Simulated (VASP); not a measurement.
# ZrS2 (P-3m1) in VASP: further runs

Runs on ZrS2. Level: PBE. Tasks: relaxation of the atoms.

Everything below comes from runs of VASP 6.6.1. Logs are shortened: lines on timing, memory, paths and dates and some standing lists are left out, and cuts for length are marked.

**1. The cell of the first run**

Symmetry: P-3m1, No. 164, trigonal system. Conventional cell: a = 3.685 Å, b = 3.685 Å, c = 6.555 Å, α = 90.00°, β = 90.00°, γ = 120.00°. Within 3.4 Å of Zr (site symmetry -3m) lie 6 S at 2.57 Å. S (site symmetry 3m) has 3 Zr at 2.57 Å within 3.4 Å.

**2. Relaxation of the atoms, PBE (strain along c alone, the other axes held: -3.0 %)**

Input file INCAR:

```
ALGO = Normal ; EDIFF = 1E-7
EDIFFG = -0.008 ; ENCUT = 450
GGA = PE ; GGA_COMPAT = F
IBRION = 2 ; ISIF = 2
ISMEAR = 0 ; LASPH = T
LCHARG = F ; LREAL = F
LWAVE = F ; NELM = 120
NELMIN = 4 ; NSW = 60
PREC = Accurate ; SIGMA = 0.02
```

Input file KPOINTS:

```
k-points
0
Gamma
  12 12 4
```

Input file POSCAR:

```
ZrS2
1.0
    3.6852083125      0.0000000000      0.0000000000
   -1.8426041563      3.1914840169      0.0000000000
    0.0000000000      0.0000000000      6.5551709899
Zr S
1 2
Direct
    0.0000000000      0.0000000000      0.0000000000
    0.6666666667      0.3333333333      0.7813802419
    0.3333333333      0.6666666667      0.2186197581
```

Potentials or basis: VASP PAW PBE potentials, release 64 (Zr_sv, S).

Run with:

```sh
cat potpaw_PBE.64/Zr_sv/POTCAR potpaw_PBE.64/S/POTCAR > POTCAR
mpirun -np 1 vasp_std > vasp.out
```

OUTCAR:

```text
EDIFF = 1E-7
   EDIFFG = -0.008
   ENCUT = 450
   GGA = PE
   IBRION = 2
   ISIF = 2
   ISMEAR = 0
   LASPH = T
   LREAL = F
   NELM = 120
   NELMIN = 4
   NSW = 60
   PREC = Accurate

 ion  position               nearest neighbor table
   1  0.000  0.000  0.000-   2 2.57   3 2.57   2 2.57   3 2.57   2 2.57   3 2.57
   2  0.667  0.333  0.781-   1 2.57   1 2.57   1 2.57
   3  0.333  0.667  0.219-   1 2.57   1 2.57   1 2.57

  LATTYP: Found a hexagonal cell.
 ALAT       =     3.6852083125
 C/A-ratio  =     1.7787789547

  Lattice vectors:

 A1 = (   3.6852083125,   0.0000000000,   0.0000000000)
 A2 = (  -1.8426041563,   3.1914840169,   0.0000000000)
 A3 = (   0.0000000000,   0.0000000000,   6.5551709899)

Analysis of symmetry for initial positions (statically):
=====================================================================
 Subroutine PRICEL returns:
 Original cell was already a primitive cell.

 Routine SETGRP: Setting up the symmetry group for a
 hexagonal supercell.

 Subroutine GETGRP returns: Found 12 space group operations
 (whereof 12 operations were pure point group operations)
 out of a pool of 24 trial point group operations.

The static configuration has the point symmetry D_3d.

Analysis of symmetry for dynamics (positions and initial velocities):
=====================================================================
 Subroutine PRICEL returns:
 Original cell was already a primitive cell.

 Routine SETGRP: Setting up the symmetry group for a
 hexagonal supercell.

 Subroutine GETGRP returns: Found 12 space group operations
 (whereof 12 operations were pure point group operations)
 out of a pool of 24 trial point group operations.

The dynamic configuration has the point symmetry D_3d.

 Subroutine INISYM returns: Found 12 space group operations
 (whereof 12 operations are pure point group operations),
 and found     1 'primitive' translations

----------------------------------------------------------------------------------------

                                     Primitive cell

  volume of cell :      77.0972

  direct lattice vectors                    reciprocal lattice vectors
     3.685208312  0.000000000  0.000000000     0.271355081  0.156666929  0.000000000
    -1.842604156  3.191484017  0.000000000     0.000000000  0.313333858  0.000000000
     0.000000000  0.000000000  6.555170990     0.000000000  0.000000000  0.152551322

  length of vectors
     3.685208312  3.685208313  6.555170990     0.313333858  0.313333858  0.152551322

  position of ions in fractional coordinates (direct lattice)
     0.000000000  0.000000000  0.000000000
     0.666666667  0.333333333  0.781380242
     0.333333333  0.666666667  0.218619758

  ion indices of the primitive-cell ions
   primitive index   ion index
                 1           1
                 2           2
                 3           3

----------------------------------------------------------------------------------------

 KPOINTS: k-points

Automatic generation of k-mesh.
 Grid dimensions read from file:
 generate k-points for:   12   12    4

 Generating k-lattice:

  Cartesian coordinates                     Fractional coordinates (reciprocal lattice)
     0.022612923  0.013055577  0.000000000     0.083333333 -0.000000000  0.000000000
     0.000000000  0.026111155  0.000000000     0.000000000  0.083333333  0.000000000
     0.000000000  0.000000000  0.038137830     0.000000000  0.000000000  0.250000000

  Length of vectors
     0.026111155  0.026111155  0.038137830

  Shift w.r.t. Gamma in fractional coordinates (k-lattice)
     0.000000000  0.000000000  0.000000000

 Subroutine IBZKPT returns following result:
 ===========================================

 Found     69 irreducible k-points:

 Following reciprocal coordinates:
            Coordinates               Weight
  0.000000  0.000000  0.000000      1.000000
  0.083333 -0.000000  0.000000      6.000000
  0.166667 -0.000000  0.000000      6.000000
  0.250000  0.000000  0.000000      6.000000
  0.333333 -0.000000  0.000000      6.000000
  0.416667 -0.000000  0.000000      6.000000
[... 16 lines left out ...]
  0.166667 -0.000000  0.250000      6.000000
  0.000000  0.166667  0.250000      6.000000
 [... further k-points ...]
   k-points           NKPTS =     69   k-points in BZ     NKDIM =     69   number of bands    NBANDS=     16
   number of dos      NEDOS =    301   number of ions     NIONS =      3
   total plane-waves  NPLWV =  37632
   dimension x,y,z NGX =    28 NGY =   28 NGZ =   48
   dimension x,y,z NGXF=    56 NGYF=   56 NGZF=   96
   ions per type =               1   2
   NGX,Y,Z   is equivalent  to a cutoff of  12.63, 12.63, 12.17 a.u.
   NGXF,Y,Z  is equivalent  to a cutoff of  25.26, 25.26, 24.35 a.u.
 SYSTEM =  unknown system
   PREC   = accura    normal or accurate (medium, high low for compatibility)
   ISTART =      0    job   : 0-new  1-cont  2-samecut
   ICHARG =      2    charge: 1-file 2-atom 10-const
   ISPIN  =      1    spin polarized calculation?
   LNONCOLLINEAR =      F non collinear calculations
   LSORBIT =      F    spin-orbit coupling
   LASPH  =      T    aspherical Exc in radial PAW
   ENCUT  =  450.0 eV  33.07 Ry    5.75 a.u.   6.37  6.37 11.34*2*pi/ulx,y,z
   NELM   =    120;   NELMIN=  4; NELMDL= -5     # of ELM steps
   EDIFF  = 0.1E-06   stopping-criterion for ELM
   LREAL  =      F    real-space projection
   EDIFFG = -.8E-02   stopping-criterion for IOM
   NSW    =     60    number of steps for IOM
   IBRION =      2    ionic relax: 0-MD 1-quasi-New 2-CG
   NFREE  =      1    steps in history (QN), initial steepest desc. (CG)
   ISIF   =      2    stress and relaxation
   ISYM   =      2    0-nonsym 1-usesym 2-fastsym
   POTIM  = 0.5000    time-step for ionic-motion
   TEBEG  =    0.0;   TEEND  =   0.0 temperature during run
   PSTRESS=    0.0 pullay stress
   NELECT =      24.0000    total number of electrons
   NUPDOWN=      -1.0000    fix difference up-down
   EMIN   =  10.00;   EMAX   =-10.00  energy-range for DOS
   EFERMI =   0.00;   METHOD = LEGACY
   ISMEAR =     0;   SIGMA  =   0.02  broadening in eV -4-tet -1-fermi 0-gaus
   EFERMI_NEDOS =   21; number of points for ismear=-14 and -15
   IALGO  =     38    algorithm
   IMIX   =      4    mixing-type and parameters
     AMIX     =   0.40;   BMIX     =  1.00
     AMIX_MAG =   1.60;   BMIX_MAG =  1.00
  volume/ion in A,a.u.               =      25.70       173.43
  Fermi-wavevector in a.u.,A,eV,Ry     =   1.109513  2.096675 16.749027  1.231019
  Thomas-Fermi vector in A             =   2.246053
   LORBIT       =      0    0 simple, 1 ext, 2 COOP (PROOUT), +10 PAW based schemes
   GGA     = PE    functional components
   LHFCALC =     F    Hartree Fock is set to
   AEXX    =    0.0000 exact exchange contribution
   IVDW    =     0    specifies the selected vdW correction
   LEPSILON=     F    determine dielectric tensor
   LRPA    =     F    only Hartree local field effects (RPA)
 conjugate gradient relaxation of ions
 non-spin polarized calculation
 Gauss-broadening in eV      SIGMA  =   0.02
  energy-cutoff  :      450.00
  volume of cell :       77.10
 maximum number of plane-waves:      1694
 NGX is ok and might be reduce to    28
   NGX = 13   NGY = 13   NGZ = 23

--------------------------------------- Ionic step        1  -------------------------------------------

 number of electron      23.9999999 magnetization

 Free energy of the ion-electron system (eV)
  ---------------------------------------------------
  ext. energy  EPLUGINS =         0.00000000
  ---------------------------------------------------
  free energy    TOTEN  =       -21.43911951 eV

  energy without entropy =      -21.43911951  energy(sigma->0) =      -21.43911951

------------------------ aborting loop because EDIFF is reached ----------------------------------------

  FORCE on cell =-STRESS in cart. coord.  units (eV):
  Direction    XX          YY          ZZ          XY          YZ          ZX
  --------------------------------------------------------------------------------------
  -------------------------------------------------------------------------------------
  Total        0.2790011      0.2790011      0.5160382     -0.0000000      0.0000000      0.0000000
  in kB        5.7979938      5.7979938     10.7239235     -0.0000000      0.0000000      0.0000000
  external PRESSURE =       7.4399704 kB  Pullay stress =       0.0000000 kB
[... 59 lines left out ...]
  energy  without entropy=      -21.4412178812  energy(sigma->0) =      -21.44121788

--------------------------------------- Ionic step        3  -------------------------------------------

 number of electron      24.0000000 magnetization

 Free energy of the ion-electron system (eV)
  ---------------------------------------------------
  ext. energy  EPLUGINS =         0.00000000
  ---------------------------------------------------
  free energy    TOTEN  =       -21.44180252 eV

  energy without entropy =      -21.44180252  energy(sigma->0) =      -21.44180252

 E-fermi :   3.3144     XC(G=0):  -8.8345

 val. band max:        3.2325435936   @ k =   0.0000   0.0000   0.0000
 cond. band min:       4.3474704099   @ k =   0.5000   0.0000   0.5000
 fundamental gap:      1.1149268163
 Fermi energy:         3.3144107750

 k-point     1 :       0.0000    0.0000    0.0000
  band No.  band energies     occupation
      1     -45.6685      2.00000
      2     -23.7217      2.00000
      3     -23.5732      2.00000
      4     -23.5732      2.00000
      5      -9.1551      2.00000
      6      -7.9278      2.00000
[... 8 lines left out ...]
     15       5.7176      0.00000
     16       8.3883      0.00000
[... 420 lines left out ...]
  band No.  band energies     occupation
      1     -45.6641      2.00000
      2     -23.7084      2.00000
      3     -23.6361      2.00000
      4     -23.5868      2.00000
      5      -8.8622      2.00000
      6      -8.0181      2.00000
[... 8 lines left out ...]
     15       6.2782      0.00000
     16       7.7185      0.00000

 [... further k-points ...]

------------------------ aborting loop because EDIFF is reached ----------------------------------------

  FORCE on cell =-STRESS in cart. coord.  units (eV):
  Direction    XX          YY          ZZ          XY          YZ          ZX
  --------------------------------------------------------------------------------------
  -------------------------------------------------------------------------------------
  Total       -0.0319586     -0.0319586      0.0127914      0.0000000      0.0000000      0.0000000
  in kB       -0.6641393     -0.6641393      0.2658211      0.0000000      0.0000000      0.0000000
  external PRESSURE =      -0.3541525 kB  Pullay stress =       0.0000000 kB
[... 18 lines left out ...]
  FREE ENERGIE OF THE ION-ELECTRON SYSTEM (eV)
  ---------------------------------------------------
  free  energy   TOTEN  =       -21.4418025172 eV

  energy  without entropy=      -21.4418025172  energy(sigma->0) =      -21.44180252

 reached required accuracy - stopping structural energy minimisation
```

Run time: 2 min. Hardware: 1 thread of Intel Xeon Platinum 8375C at 2.90GHz (Ice Lake), shared host; peak memory 0.22 GiB.

What came out:

```
Free energy                  : -21.4418 eV
Energy gained by relaxing    : 0.9 meV/atom
Ionic steps                  : 3
Pressure after relaxing      : 0.0 GPa
Largest force after relaxing : 0.005 eV/Å
Band gap on the k mesh       : 1.11 eV (least direct gap 1.69 eV)
```

Forces in eV/Å, atoms in the order of the input:
```
Zr   0.000  0.000  0.000
S    0.000  0.000  0.005
S    0.000  0.000 -0.005
```

Stress tensor (GPa, compression positive):
```
-0.07  0.00  0.00
 0.00 -0.07  0.00
 0.00  0.00  0.03
```

Step by step:
```csv
step,energy change (eV),largest force (eV/Å),pressure (GPa)
1,0.0000,0.1724,0.74
2,-0.0021,0.0808,0.34
3,-0.0027,0.0050,-0.04
```

Final structure:
```
Zr S
1.0
     3.68521    0.00000    0.00000
    -1.84260    3.19148    0.00000
     0.00000    0.00000    6.55517
Zr S
1 2
Direct
  0.00000 0.00000 0.00000
  0.66667 0.33333 0.77892
  0.33333 0.66667 0.22108
```

Levels at points of the mesh, in eV from the valence-band top:
```csv
k point,band 9,band 10,band 11,band 12,band 13,band 14,band 15,band 16
"(0.00, 0.00, 0.00)",-2.61,-0.30,0.00,0.00,1.69,1.69,2.49,5.16
"(0.50, 0.00, 0.00)",-2.35,-2.22,-1.36,-0.98,1.24,3.36,3.64,5.66
"(0.00, 0.00, 0.50)",-2.60,-1.24,-0.03,-0.03,1.68,1.68,2.78,5.27
"(0.50, 0.00, 0.50)",-2.39,-2.17,-0.91,-0.90,1.12,3.36,3.64,5.47
```

Caveat: the cell differs from its parent crystal (strain along c alone, the other axes held: -3.0 %); this functional lacks dispersion, which binds layers or chains, so the pressure and a relaxed spacing across them are unreliable. A k mesh can miss the band edges.

**3. Relaxation of the atoms, PBE (strain along c alone, the other axes held: +3.0 %)**

Input file INCAR:

```
ALGO = Normal
EDIFF = 1E-7
EDIFFG = -0.008
ENCUT = 450
GGA = PE
GGA_COMPAT = False
IBRION = 2
ISIF = 2
ISMEAR = 0
LASPH = True
LCHARG = False
LREAL = False
LWAVE = False
NELM = 120
NELMIN = 4
NSW = 60
PREC = Accurate
SIGMA = 0.02
```

KPOINTS is that of step 2.

Input file POSCAR:

```
ZrS2
1.0
    3.6852083125      0.0000000000      0.0000000000
   -1.8426041563      3.1914840169      0.0000000000
    0.0000000000      0.0000000000      6.9606454841
Zr S
1 2
Direct
    0.0000000000      0.0000000000      0.0000000000
    0.6666666667      0.3333333333      0.7899029491
    0.3333333333      0.6666666667      0.2100970509
```

Potentials or basis: VASP PAW PBE potentials, release 64 (Zr_sv, S).

Run with:

```sh
cat potpaw_PBE.64/Zr_sv/POTCAR potpaw_PBE.64/S/POTCAR > POTCAR
mpirun -np 1 vasp_std > vasp.out
```

Wall time 81 s (1 thread of Intel Xeon Platinum 8559C (Emerald Rapids), shared host); peak memory 0.23 GiB.

It converged, with:

```
Free energy                  : -21.4422 eV
Energy gained by relaxing    : 0.6 meV/atom
Ionic steps                  : 3
Pressure after relaxing      : -0.1 GPa
Largest force after relaxing : 0.003 eV/Å
Band gap on the k mesh       : 1.14 eV (least direct gap 1.69 eV)
```

Forces in eV/Å, atoms in the order of the input:
```
Zr   0.000  0.000  0.000
S    0.000  0.000  0.003
S    0.000  0.000 -0.003
```

The path:
```csv
step,energy change (eV),largest force (eV/Å),pressure (GPa)
1,0.0000,0.1415,-0.66
2,-0.0014,0.0679,-0.36
3,-0.0019,0.0031,-0.09
```

Final structure:
```
Zr S
1.0
     3.68521    0.00000    0.00000
    -1.84260    3.19148    0.00000
     0.00000    0.00000    6.96065
Zr S
1 2
Direct
  0.00000 0.00000 0.00000
  0.66667 0.33333 0.79174
  0.33333 0.66667 0.20826
```

Levels at points of the mesh, in eV from the valence-band top:
```tsv
k point	band 8	band 9	band 10	band 11	band 12	band 13	band 14	band 15	band 16
(0.00, 0.00, 0.00)	-2.60	-2.60	-0.48	0.00	0.00	1.69	1.69	2.51	5.19
(0.50, 0.00, 0.00)	-2.63	-2.36	-2.20	-1.25	-0.95	1.23	3.36	3.65	5.62
(0.00, 0.00, 0.50)	-2.60	-2.60	-1.09	-0.01	-0.01	1.69	1.69	2.75	5.25
(0.50, 0.00, 0.50)	-2.74	-2.37	-2.17	-1.00	-0.91	1.14	3.36	3.64	5.52
```

Caveat: the cell differs from its parent crystal (strain along c alone, the other axes held: +3.0 %); this functional lacks dispersion, which binds layers or chains, so the pressure and a relaxed spacing across them are unreliable. A k mesh can miss the band edges.
